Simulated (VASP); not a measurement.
Write the native input for VASP 6.6.1 that does the following.

```
Task                   : single point
Functional             : r2SCAN
Potentials or basis    : VASP PAW PBE potentials, release 64 (C)
Cutoff                 : 520 eV
k mesh                 : 9 × 9 × 6
Occupations            : gaussian, width 0.02 eV
Spin                   : no spin polarisation
Dipole correction      : no
Further INCAR settings : ALGO = Normal; EDIFF = 1e-07; NBANDS = 16
```

C:

```
CELL_PARAMETERS angstrom
2.50318 0.00000 0.00000
-1.25159 2.16782 0.00000
0.00000 0.00000 4.16886
ATOMIC_POSITIONS crystal
C 0.33333 0.66667 0.99973
C 0.66667 0.33333 0.49973
C 0.33333 0.66667 0.37427
C 0.66667 0.33333 0.87427
```

The input as run:

POSCAR

```
C
1.0
    2.5031802500      0.0000000000      0.0000000000
   -1.2515901250      2.1678176868      0.0000000000
    0.0000000000      0.0000000000      4.1688550419
C
4
Direct
    0.3333333333      0.6666666667     -0.0002690425
    0.6666666667      0.3333333333      0.4997309575
    0.3333333333      0.6666666667      0.3742690425
    0.6666666667      0.3333333333      0.8742690425
```

INCAR.step1

```
SYSTEM = C
  PREC = Accurate
  ENCUT = 520
  ISMEAR = 0
  SIGMA = 0.02
  LREAL = .False.
  LASPH = .True.
  NELM = 80
  NBANDS = 16
  GGA = PE
  ALGO = Normal
  EDIFF = 1E-4
  LWAVE = .True.
  LCHARG = .False.
```

INCAR.step2

```
SYSTEM = C
  PREC = Accurate
  ENCUT = 520
  EDIFF = 1E-7
  ISMEAR = 0
  SIGMA = 0.02
  LREAL = .False.
  LASPH = .True.
  NELM = 80
  ALGO = Normal
  ISIF = 2
  LWAVE = .False.
  LCHARG = .False.
  METAGGA = R2SCAN
  LMIXTAU = .True.
  NBANDS = 16
  ISTART = 1
```

KPOINTS

```
regular mesh
0
Gamma
  9 9 6
  0 0 0
```

Potentials or basis: VASP PAW PBE potentials, release 64 (C).

Launch:

```console
$ cat potpaw_PBE.64/C/POTCAR > POTCAR
$ cp INCAR.step1 INCAR
$ mpirun -np 1 vasp_std > vasp.out
$ cp INCAR.step2 INCAR
$ mpirun -np 1 vasp_std > vasp.out
```

It gave:

```
Pressure               : 1.1 GPa
Largest force          : 0.010 eV/Å
Band gap on the k mesh : 3.56 eV, indirect (least direct gap 5.19 eV)
```

Caveat: the PAW data sets were made with another functional, which shifts forces and pressure a little.

It used 88 s of CPU time on 1 thread of AMD EPYC 7R13 Processor (Zen 3), on a shared host.
